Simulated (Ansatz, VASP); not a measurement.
## One calculation of Ru, two programs

Contents of INCAR:

```
PREC = Accurate
ENCUT = 520
EDIFF = 1E-7
ISMEAR = 0
SIGMA = 0.15
LREAL = False
LASPH = True
NELM = 60
ALGO = Fast
ISIF = 2
LWAVE = False
LCHARG = True
GGA = PS
LELF = True
LVHAR = True
NBANDS = 21
```

KPOINTS

```
Automatic mesh
0
Gamma
  21 21 12
```

The input POSCAR:

```
Ru
1.0
    2.6038880104      0.0000000000      0.0000000000
   -1.3019440052      2.2550331656      0.0000000000
    0.0000000000      0.0000000000      4.3195898204
Ru
2
Direct
    0.3333333333      0.6666666667      0.2500000000
    0.6666666667      0.3333333333      0.7500000000
```

Input for Ansatz:

```yaml
crystal:
  lattice:
    - [2.6038880104, 0.0, 0.0]
    - [-1.3019440052, 2.2550331656, 0.0]
    - [0.0, 0.0, 4.3195898204]
  atoms:
    - { symbol: Ru, position: [0.3333333333, 0.6666666667, 0.25] }
    - { symbol: Ru, position: [0.6666666667, 0.3333333333, 0.75] }
basis:
  ecutwfc: 420
kpoints:
  mp_grid: { grid: [21, 21, 12] }
hamiltonian:
  xc: pbesol
  pseudopotentials: { kind: paw, azcp: { folder: soft_1 } }
scf:
  occupations: { method: gaussian, width: 0.15 }
output:
  forces: true
  stress: true
  eigenvalues: true
```

Alike in both runs: task single point; functional PBEsol; k mesh 21 × 21 × 12; occupations gaussian, width 0.15 eV; no spin polarisation.

|  | VASP | Ansatz |
| --- | --- | --- |
| version | VASP 6.6.1 | Ansatz 0.2.0 |
| potentials or method | VASP PAW PBE potentials, release 64 (Ru_pv), cutoff 520 eV | scalar-relativistic, plane waves, PAW |
| valence electrons in the cell | 28 | 32 |

|  | VASP | Ansatz | Ansatz less VASP |
| --- | --- | --- | --- |
| gap on the k mesh at the Fermi level (eV) | none | none | - |
| pressure (GPa) | 19.5 | 19.6 | +0.04 |
| traceless stress, the component that is largest in VASP (GPa) | -18.46 | -18.47 | -0.011 |

VASP's potentials were made for PBE, not for PBEsol, and Ansatz warns of the same on its side. A gap of «none» marks a metal or a gap that the smearing closes. VASP's potentials hold 28 valence electrons a cell and Ansatz's 32, so a difference there can come from the potentials and not from the codes.
